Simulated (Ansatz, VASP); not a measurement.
**Ge in VASP and in Ansatz**

```
Ge
1.0
     0.00000    2.76636    3.12322
     2.76636    0.00000    3.12322
     2.76636    2.76636    0.00000
Ge
2
Direct
  0.50000 0.50000 0.50000
  0.75000 0.75000 0.75000
```

Alike in both runs: task single point; functional PBE; k mesh 14 × 14 × 14; occupations gaussian, width 0.15 eV; no spin polarisation.

|  | VASP | Ansatz |
| --- | --- | --- |
| version | VASP 6.6.1 | Ansatz 0.2.0 |
| potentials or method | VASP PAW PBE potentials, release 64 (Ge_d), cutoff 520 eV | scalar-relativistic, plane waves, PAW |
| valence electrons in the cell | 28 | 28 |

Ansatz gave:

| Quantity | Value |
| --- | --- |
| gap on the k mesh at the Fermi level (eV) | none |
| pressure (GPa) | 0.1 |
| traceless stress, the component that is largest in VASP (GPa) | -6.15 |

Question: Which values does VASP return?

Answer: gap on the k mesh at the Fermi level (eV): none; pressure (GPa): 0.0; traceless stress, the component that is largest in VASP (GPa): -6.16.

A gap of «none» marks a metal or a gap that the smearing closes.
